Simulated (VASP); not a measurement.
Write the native input for VASP 6.6.1 that does the following.

| Property | Result |
| --- | --- |
| Task | relaxation of cell and atoms |
| Functional | PBE |
| Potentials or basis | VASP PAW PBE potentials, release 64 (Ba_sv) |
| Cutoff | 600 eV |
| k mesh | 13 × 13 × 13 |
| Occupations | fermi-dirac, width 0.05 eV |
| Spin | no spin polarisation |
| Dipole correction | no |
| Further INCAR settings | ALGO = Normal; EDIFF = 1e-07; IBRION = 2; EDIFFG = -0.005; NSW = 100; ISIF = 3 |

The structure of Ba lies in POSCAR:

```
Ba
1.0
    3.2195088072      0.0000000000      0.0000000000
    0.0000000000      3.2195088072      0.0000000000
    0.0000000000      0.0000000000      3.2195088072
Ba
1
Direct
    0.0000000000      0.0000000000      0.0000000000
```

This isn't the form of Ba at room conditions, which is bcc.

The input as run:

INCAR

```
SYSTEM = Ba
PREC     = Accurate       ! precision mode
ENCUT    = 600            ! plane-wave cutoff, eV
EDIFF    = 1E-7           ! SCF threshold, eV
ISMEAR   = -1             ! smearing method
SIGMA    = 0.05           ! smearing width, eV
LREAL    = .FALSE.        ! projectors in reciprocal space
LASPH    = .TRUE.         ! aspherical terms in the spheres
NELM     = 60             ! most SCF steps
ALGO     = Normal         ! electronic algorithm
ISIF     = 3              ! what is computed and relaxed
LWAVE    = .FALSE.        ! write WAVECAR
LCHARG   = .FALSE.        ! write CHGCAR
GGA      = PE             ! functional
IBRION   = 2              ! ionic algorithm
NSW      = 100            ! ionic steps
EDIFFG   = -0.005         ! ionic threshold
```

KPOINTS

```
Automatic mesh
0
G
  13 13 13
  0 0 0
```

Potentials or basis: VASP PAW PBE potentials, release 64 (Ba_sv).

Run with:

```console
$ cat potpaw_PBE.64/Ba_sv/POTCAR > POTCAR
$ mpirun -np 1 vasp_std > vasp.out
```

Results of the run:

| Quantity | Value |
| --- | --- |
| Relaxed volume | 62.51 Å³/atom |
| Relaxed cell | a = 3.969 Å, b = 3.969 Å, c = 3.969 Å, α = 90.00°, β = 90.00°, γ = 90.00° |
| Space group after relaxing (to 0.1 Å) | Pm-3m (No. 221) |
| Energy gained by relaxing | 778.2 meV/atom |
| Ionic steps | 22 |
| Pressure after relaxing | 0.0 GPa |

Caveat: the volume moved by over 15 % at a fixed basis, so the end points are rough.

Wall time 4.3 min on 1 thread of Intel(R) Xeon(R) Platinum 8259CL CPU @ 2.50GHz (Skylake/Cascade Lake) (shared host), peak memory 0.18 GiB.
